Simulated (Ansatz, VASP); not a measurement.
## BaZrO3 in VASP and in Ansatz

```
CELL_PARAMETERS angstrom
4.18150 0.00000 0.00000
0.00000 4.18150 0.00000
0.00000 0.00000 4.18150
ATOMIC_POSITIONS crystal
Ba 0.50000 0.50000 0.50000
Zr 0.00000 0.00000 0.00000
O 0.50000 0.00000 0.00000
O 0.00000 0.50000 0.00000
O 0.00000 0.00000 0.50000
```

Alike in both runs: task single point; functional PBE; k mesh 4 × 4 × 4; occupations gaussian, width 0.1 eV; no spin polarisation.

|  | VASP | Ansatz |
| --- | --- | --- |
| version | VASP 6.6.1 | Ansatz 0.2.0 |
| potentials or method | VASP PAW PBE potentials, release 64 (Ba_sv, Zr_sv, O_h), cutoff 910 eV | scalar-relativistic, plane waves, PAW |
| valence electrons in the cell | 40 | 40 |

```csv
,VASP,Ansatz,Ansatz less VASP
gap on the k mesh at the Fermi level (eV),3.20,3.25,+0.047
least direct gap on the mesh (eV),3.42,3.44,+0.021
```

With one functional, cell and mesh, what is left measures potentials, basis and numerics.

Spin-orbit coupling is off throughout. Noted on VASP's run: the cutoff is short for stress, so the pressure is rough.
